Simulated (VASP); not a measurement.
# CsSnI3 (Pm-3m) in VASP: further runs

The runs below take CsSnI3 through single point, with PBE.

Everything below comes from runs of VASP 6.6.1. Logs are shortened: lines on timing, memory, paths and dates and some standing lists are left out, and cuts for length are marked.

**1. The cell of the first run**

The structure is cubic, space group Pm-3m (No. 221). Conventional cell: a = 6.206 Å, b = 6.206 Å, c = 6.206 Å, α = 90.00°, β = 90.00°, γ = 90.00°. Within 5.8 Å of Cs (site symmetry m-3m) lie 12 I at 4.39 Å and 8 Sn at 5.37 Å. Within 4.1 Å of Sn (site symmetry m-3m) lie 6 I at 3.10 Å. I (site symmetry 4/mmm) has 2 Sn at 3.10 Å within 4.1 Å.

**2. Single point, PBE**

INCAR reads:

```
PREC = Accurate ; ENCUT = 520
EDIFF = 1E-6 ; ISMEAR = 0
SIGMA = 0.01 ; LREAL = False
LASPH = True ; NELM = 100
ALGO = Normal ; ISIF = 2
LWAVE = False ; LCHARG = False
GGA = PE ; NBANDS = 30
```

KPOINTS reads:

```
regular mesh
0
Gamma
  3 3 3
```

POSCAR reads:

```
CsSnI3
1.0
    6.2057000000      0.0000000000      0.0000000000
    0.0000000000      6.2057000000      0.0000000000
    0.0000000000      0.0000000000      6.2057000000
Cs Sn I
1 1 3
Direct
    0.0000000000      0.0000000000      0.0000000000
    0.5000000000      0.5000000000      0.5000000000
    0.0000000000      0.5000000000      0.5000000000
    0.5000000000      0.0000000000      0.5000000000
    0.5000000000      0.5000000000      0.0000000000
```

Potentials or basis: VASP PAW PBE potentials, release 64 (Cs_sv, Sn_d, I).

Launch:

```bash
$ cat potpaw_PBE.64/Cs_sv/POTCAR potpaw_PBE.64/Sn_d/POTCAR potpaw_PBE.64/I/POTCAR > POTCAR
$ mpirun -np 1 vasp_std > vasp.out
```

OUTCAR:

```text
PREC = Accurate
   ENCUT = 520
   EDIFF = 1E-6
   ISMEAR = 0
   LREAL = False
   LASPH = True
   NELM = 100
   ISIF = 2
   GGA = PE

 ion  position               nearest neighbor table
   1  0.000  0.000  0.000-
   2  0.500  0.500  0.500-   3 3.10   4 3.10   5 3.10   5 3.10   4 3.10   3 3.10
   3  0.000  0.500  0.500-   2 3.10   2 3.10
   4  0.500  0.000  0.500-   2 3.10   2 3.10
   5  0.500  0.500  0.000-   2 3.10   2 3.10

  LATTYP: Found a simple cubic cell.
 ALAT       =     6.2057000000

  Lattice vectors:

 A1 = (   6.2057000000,   0.0000000000,   0.0000000000)
 A2 = (   0.0000000000,   6.2057000000,   0.0000000000)
 A3 = (   0.0000000000,   0.0000000000,   6.2057000000)

Analysis of symmetry for initial positions (statically):
=====================================================================
 Subroutine PRICEL returns:
 Original cell was already a primitive cell.

 Routine SETGRP: Setting up the symmetry group for a
 simple cubic supercell.

 Subroutine GETGRP returns: Found 48 space group operations
[... 9 lines left out ...]

 Routine SETGRP: Setting up the symmetry group for a
 simple cubic supercell.

 Subroutine GETGRP returns: Found 48 space group operations
[... 11 lines left out ...]
                                     Primitive cell

  volume of cell :     238.9859

  direct lattice vectors                    reciprocal lattice vectors
     6.205700000  0.000000000  0.000000000     0.161142176  0.000000000  0.000000000
     0.000000000  6.205700000  0.000000000     0.000000000  0.161142176  0.000000000
     0.000000000  0.000000000  6.205700000     0.000000000  0.000000000  0.161142176

  length of vectors
     6.205700000  6.205700000  6.205700000     0.161142176  0.161142176  0.161142176

  position of ions in fractional coordinates (direct lattice)
     0.000000000  0.000000000  0.000000000
     0.500000000  0.500000000  0.500000000
     0.000000000  0.500000000  0.500000000
     0.500000000  0.000000000  0.500000000
     0.500000000  0.500000000  0.000000000

  ion indices of the primitive-cell ions
   primitive index   ion index
                 1           1
                 2           2
                 3           3
                 4           4
                 5           5

----------------------------------------------------------------------------------------

 KPOINTS: regular mesh

Automatic generation of k-mesh.
 Grid dimensions read from file:
 generate k-points for:    3    3    3

 Generating k-lattice:

  Cartesian coordinates                     Fractional coordinates (reciprocal lattice)
     0.053714059  0.000000000  0.000000000     0.333333333  0.000000000  0.000000000
     0.000000000  0.053714059  0.000000000     0.000000000  0.333333333  0.000000000
     0.000000000  0.000000000  0.053714059     0.000000000  0.000000000  0.333333333

  Length of vectors
     0.053714059  0.053714059  0.053714059

  Shift w.r.t. Gamma in fractional coordinates (k-lattice)
     0.000000000  0.000000000  0.000000000

 Subroutine IBZKPT returns following result:
 ===========================================

 Found      4 irreducible k-points:

 Following reciprocal coordinates:
            Coordinates               Weight
  0.000000  0.000000  0.000000      1.000000
  0.333333  0.000000  0.000000      6.000000
  0.333333  0.333333  0.000000     12.000000
  0.333333  0.333333  0.333333      8.000000
   k-points           NKPTS =      4   k-points in BZ     NKDIM =      4   number of bands    NBANDS=     30
   number of dos      NEDOS =    301   number of ions     NIONS =      5
   total plane-waves  NPLWV = 110592
   dimension x,y,z NGX =    48 NGY =   48 NGZ =   48
   dimension x,y,z NGXF=    96 NGYF=   96 NGZF=   96
   ions per type =               1   1   3
   NGX,Y,Z   is equivalent  to a cutoff of  12.86, 12.86, 12.86 a.u.
   NGXF,Y,Z  is equivalent  to a cutoff of  25.72, 25.72, 25.72 a.u.
 SYSTEM =  unknown system
   PREC   = accura    normal or accurate (medium, high low for compatibility)
   ISTART =      0    job   : 0-new  1-cont  2-samecut
   ICHARG =      2    charge: 1-file 2-atom 10-const
   ISPIN  =      1    spin polarized calculation?
   LNONCOLLINEAR =      F non collinear calculations
   LSORBIT =      F    spin-orbit coupling
   LASPH  =      T    aspherical Exc in radial PAW
   ENCUT  =  520.0 eV  38.22 Ry    6.18 a.u.  11.54 11.54 11.54*2*pi/ulx,y,z
   NELM   =    100;   NELMIN=  2; NELMDL= -5     # of ELM steps
   EDIFF  = 0.1E-05   stopping-criterion for ELM
   LREAL  =      F    real-space projection
   EDIFFG = 0.1E-04   stopping-criterion for IOM
   NSW    =      0    number of steps for IOM
   IBRION =     -1    ionic relax: 0-MD 1-quasi-New 2-CG
   NFREE  =      0    steps in history (QN), initial steepest desc. (CG)
   ISIF   =      2    stress and relaxation
   ISYM   =      2    0-nonsym 1-usesym 2-fastsym
   POTIM  = 0.5000    time-step for ionic-motion
   TEBEG  =    0.0;   TEEND  =   0.0 temperature during run
   PSTRESS=    0.0 pullay stress
   NELECT =      44.0000    total number of electrons
   NUPDOWN=      -1.0000    fix difference up-down
   EMIN   =  10.00;   EMAX   =-10.00  energy-range for DOS
   EFERMI =   0.00;   METHOD = LEGACY
   ISMEAR =     0;   SIGMA  =   0.01  broadening in eV -4-tet -1-fermi 0-gaus
   EFERMI_NEDOS =   21; number of points for ismear=-14 and -15
   IALGO  =     38    algorithm
   IMIX   =      4    mixing-type and parameters
     AMIX     =   0.40;   BMIX     =  1.00
     AMIX_MAG =   1.60;   BMIX_MAG =  1.00
  volume/ion in A,a.u.               =      47.80       322.55
  Fermi-wavevector in a.u.,A,eV,Ry     =   0.931326  1.759950 11.801253  0.867368
  Thomas-Fermi vector in A             =   2.057807
   LORBIT       =      0    0 simple, 1 ext, 2 COOP (PROOUT), +10 PAW based schemes
   GGA     = PE    functional components
   LHFCALC =     F    Hartree Fock is set to
   AEXX    =    0.0000 exact exchange contribution
   IVDW    =     0    specifies the selected vdW correction
   LEPSILON=     F    determine dielectric tensor
   LRPA    =     F    only Hartree local field effects (RPA)
 non-spin polarized calculation
 Gauss-broadening in eV      SIGMA  =   0.01
  energy-cutoff  :      520.00
  volume of cell :      238.99
 maximum number of plane-waves:      6467
 NGX is ok and might be reduce to    48
   NGX = 23   NGY = 23   NGZ = 23

 number of electron      43.9999983 magnetization

 Free energy of the ion-electron system (eV)
  ---------------------------------------------------
  ext. energy  EPLUGINS =         0.00000000
  ---------------------------------------------------
  free energy    TOTEN  =       -14.21418005 eV

  energy without entropy =      -14.21418005  energy(sigma->0) =      -14.21418005

 E-fermi :   1.4222     XC(G=0):  -7.5259

 val. band max:        1.3517612438   @ k =   0.3333   0.3333   0.3333
 cond. band min:       4.4361796493   @ k =   0.3333   0.3333   0.3333
 fundamental gap:      3.0844184055
 Fermi energy:         1.4222189222

 k-point     1 :       0.0000    0.0000    0.0000
  band No.  band energies     occupation
      1     -19.4370      2.00000
      2     -19.1481      2.00000
      3     -19.1481      2.00000
      4     -19.1271      2.00000
      5     -19.1271      2.00000
      6     -19.1271      2.00000
[... 22 lines left out ...]
     29       7.6199      0.00000
     30       7.6199      0.00000

 k-point     2 :       0.3333    0.0000    0.0000
  band No.  band energies     occupation
      1     -19.4367      2.00000
      2     -19.1481      2.00000
      3     -19.1469      2.00000
      4     -19.1273      2.00000
      5     -19.1273      2.00000
      6     -19.1271      2.00000
[... 22 lines left out ...]
     29       7.0922      0.00000
     30       7.5885      0.00000

 k-point     3 :       0.3333    0.3333    0.0000
  band No.  band energies     occupation
      1     -19.4365      2.00000
      2     -19.1475      2.00000
      3     -19.1463      2.00000
      4     -19.1274      2.00000
      5     -19.1273      2.00000
      6     -19.1273      2.00000
[... 22 lines left out ...]
     29       7.5197      0.00000
     30       7.5433      0.00000

 k-point     4 :       0.3333    0.3333    0.3333
  band No.  band energies     occupation
      1     -19.4362      2.00000
      2     -19.1463      2.00000
      3     -19.1463      2.00000
      4     -19.1274      2.00000
      5     -19.1274      2.00000
      6     -19.1274      2.00000
[... 22 lines left out ...]
     29       7.2786      0.00000
     30       7.9643      0.00000

------------------------ aborting loop because EDIFF is reached ----------------------------------------

  FORCE on cell =-STRESS in cart. coord.  units (eV):
  Direction    XX          YY          ZZ          XY          YZ          ZX
  --------------------------------------------------------------------------------------
  -------------------------------------------------------------------------------------
  Total        0.3952080      0.3952080      0.3952080     -0.0000000      0.0000000     -0.0000000
  in kB        2.6495005      2.6495005      2.6495005     -0.0000000      0.0000000     -0.0000000
  external PRESSURE =       2.6495005 kB  Pullay stress =       0.0000000 kB

 VOLUME and BASIS-vectors are now :
 -----------------------------------------------------------------------------
  energy-cutoff  :      520.00
  volume of cell :      238.99
      direct lattice vectors                 reciprocal lattice vectors
     6.205700000  0.000000000  0.000000000     0.161142176  0.000000000  0.000000000
     0.000000000  6.205700000  0.000000000     0.000000000  0.161142176  0.000000000
     0.000000000  0.000000000  6.205700000     0.000000000  0.000000000  0.161142176

 POSITION                                       TOTAL-FORCE (eV/Angst)
 -----------------------------------------------------------------------------------
      0.00000      0.00000      0.00000         0.000000      0.000000      0.000000
      3.10285      3.10285      3.10285         0.000000      0.000000      0.000000
      0.00000      3.10285      3.10285         0.000000      0.000000      0.000000
      3.10285      0.00000      3.10285         0.000000      0.000000      0.000000
      3.10285      3.10285      0.00000         0.000000      0.000000      0.000000
 -----------------------------------------------------------------------------------
    total drift:                                0.000000     -0.000000     -0.000000

  FREE ENERGIE OF THE ION-ELECTRON SYSTEM (eV)
  ---------------------------------------------------
  free  energy   TOTEN  =       -14.2141800500 eV

  energy  without entropy=      -14.2141800500  energy(sigma->0) =      -14.21418005
```

It took 18 s on 1 thread of Intel Xeon 6975P-C (Granite Rapids), shared host; peak memory 0.32 GiB.

Results:

```
Free energy            : -14.2142 eV
Pressure               : 0.3 GPa
Band gap on the k mesh : 3.08 eV, direct
```

Caveat: spin-orbit coupling is left out, which moves the levels of the heavy elements. A k mesh can miss the band edges.

**3. Single point, PBE**

This run uses another cell than the first one, of 49.07 Å³/atom, 1.027 times its volume.

INCAR reads:

```
SYSTEM = CsSnI3
PREC = Accurate
ENCUT = 520
EDIFF = 1E-6
ISMEAR = 0
SIGMA = 0.01
LREAL = .False.
LASPH = .True.
NELM = 80
ALGO = Normal
ISIF = 2
LWAVE = .False.
LCHARG = .False.
GGA = PE
NBANDS = 30
```

KPOINTS reads:

```
Automatic mesh
0
Gamma
  3 3 3
  0 0 0
```

Edit POSCAR of step 2 so:

```diff
@@ -2,5 +2,5 @@
 1.0
-    6.2057000000      0.0000000000      0.0000000000
-    0.0000000000      6.2057000000      0.0000000000
-    0.0000000000      0.0000000000      6.2057000000
+    6.2603785883      0.0000000000      0.0000000000
+    0.0000000000      6.2603785883      0.0000000000
+    0.0000000000      0.0000000000      6.2603785883
 Cs Sn I
```

Potentials or basis: VASP PAW PBE potentials, release 64 (Cs_sv, Sn_d, I).

Launch:

```bash
$ cat potpaw_PBE.64/Cs_sv/POTCAR potpaw_PBE.64/Sn_d/POTCAR potpaw_PBE.64/I/POTCAR > POTCAR
$ mpirun -np 1 vasp_std > vasp.out
```

It took 19 s on 1 thread of Intel Xeon 6975P-C (Granite Rapids), shared host; peak memory 0.32 GiB.

Results (log left out):

- Free energy: -14.2166 eV
- Pressure: -0.2 GPa
- Band gap on the k mesh: 3.07 eV, direct

Levels at points of the mesh, in eV from the valence-band top:
```
           k point  band 20  band 21  band 22  band 23  band 24  band 25
(0.00, 0.00, 0.00)    -0.59    -0.59    -0.59     3.74     4.72     4.72
```

Caveat: spin-orbit coupling is left out, which moves the levels of the heavy elements. A hybrid or GW would open this gap; PBE tends to underestimate it.

**4. Single point, PBE**

This run uses another cell than the first one, of 50.35 Å³/atom, 1.053 times its volume.

Edit INCAR of step 3 so:

```diff
@@ -8,3 +8,3 @@
 LASPH = .True.
-NELM = 80
+NELM = 100
 ALGO = Normal
```

KPOINTS reads:

```
regular mesh
0
Gamma
  3 3 3
  0 0 0
```

Edit POSCAR of step 3 so:

```diff
@@ -2,5 +2,5 @@
 1.0
-    6.2603785883      0.0000000000      0.0000000000
-    0.0000000000      6.2603785883      0.0000000000
-    0.0000000000      0.0000000000      6.2603785883
+    6.3141183721      0.0000000000      0.0000000000
+    0.0000000000      6.3141183721      0.0000000000
+    0.0000000000      0.0000000000      6.3141183721
 Cs Sn I
```

Launch:

```bash
$ cat potpaw_PBE.64/Cs_sv/POTCAR potpaw_PBE.64/Sn_d/POTCAR potpaw_PBE.64/I/POTCAR > POTCAR
$ mpirun -np 1 vasp_std > vasp.out
```

Run time: 18 s. Hardware: 1 thread of Intel Xeon 6975P-C (Granite Rapids), shared host; peak memory 0.32 GiB.

Results (log left out):

| Quantity | Value |
| --- | --- |
| Free energy | -14.2033 eV |
| Pressure | -0.5 GPa |
| Band gap on the k mesh | 3.05 eV, direct |

Levels at points of the mesh, in eV from the valence-band top:
| k point | band 20 | band 21 | band 22 | band 23 | band 24 | band 25 |
| --- | --- | --- | --- | --- | --- | --- |
| (0.00, 0.00, 0.00) | -0.52 | -0.52 | -0.52 | 3.78 | 4.80 | 4.80 |

Caveat: spin-orbit coupling is left out, which moves the levels of the heavy elements. Expect the measured gap to be larger: semilocal functionals such as PBE lack the derivative discontinuity.

**5. Single point, PBE**

This run uses another cell than the first one, of 51.62 Å³/atom, 1.080 times its volume.

INCAR reads:

```
SYSTEM = CsSnI3
PREC     = Accurate       ! precision mode
ENCUT    = 520            ! plane-wave cutoff, eV
EDIFF    = 1E-7           ! SCF threshold, eV
ISMEAR   = 0              ! smearing method
SIGMA    = 0.01           ! smearing width, eV
LREAL    = .FALSE.        ! projectors in reciprocal space
LASPH    = .TRUE.         ! aspherical terms in the spheres
NELM     = 60             ! most SCF steps
ALGO     = Normal         ! electronic algorithm
ISIF     = 2              ! what is computed and relaxed
LWAVE    = .FALSE.        ! write WAVECAR
LCHARG   = .FALSE.        ! write CHGCAR
GGA      = PE             ! functional
NBANDS   = 30             ! bands
```

KPOINTS reads:

```
regular mesh
0
G
  3 3 3
  0 0 0
```

Edit POSCAR of step 4 so:

```diff
@@ -2,5 +2,5 @@
 1.0
-    6.3141183721      0.0000000000      0.0000000000
-    0.0000000000      6.3141183721      0.0000000000
-    0.0000000000      0.0000000000      6.3141183721
+    6.3669586394      0.0000000000      0.0000000000
+    0.0000000000      6.3669586394      0.0000000000
+    0.0000000000      0.0000000000      6.3669586394
 Cs Sn I
```

Launch:

```bash
$ cat potpaw_PBE.64/Cs_sv/POTCAR potpaw_PBE.64/Sn_d/POTCAR potpaw_PBE.64/I/POTCAR > POTCAR
$ mpirun -np 1 vasp_std > vasp.out
```

It took 18 s on 1 thread of Intel Xeon 6975P-C (Granite Rapids), shared host; peak memory 0.32 GiB.

The run converged. Its results:

```
Free energy            : -14.1765 eV
Pressure               : -0.8 GPa
Band gap on the k mesh : 3.03 eV, direct
```

Levels at points of the mesh, in eV from the valence-band top:
```csv
k point,band 19,band 20,band 21,band 22,band 23,band 24,band 25,band 26
"(0.00, 0.00, 0.00)",-0.58,-0.46,-0.46,-0.46,3.81,4.88,4.88,5.23
```

Caveat: spin-orbit coupling is left out, which moves the levels of the heavy elements. A k mesh can miss the band edges.

**6. Summary**

| cell | gap on the mesh (eV) | pressure (GPa) |
| --- | --- | --- |
| a = 6.206 Å, 5 atoms | 3.08 | 0.3 |
| a = 6.260 Å, 5 atoms | 3.07 | -0.2 |
| a = 6.314 Å, 5 atoms | 3.05 | -0.5 |
| a = 6.367 Å, 5 atoms | 3.03 | -0.8 |

Alike in all rows: task single point; level PBE; potentials or basis VASP PAW PBE potentials, release 64 (Cs_sv, Sn_d, I); no spin polarisation; k mesh 3 × 3 × 3; cutoff (eV) 520; smearing gaussian 0.01 eV.

Caveats: spin-orbit coupling is left out, which moves the levels of the heavy elements.

Absolute energies hang on the potentials; compare differences alone.
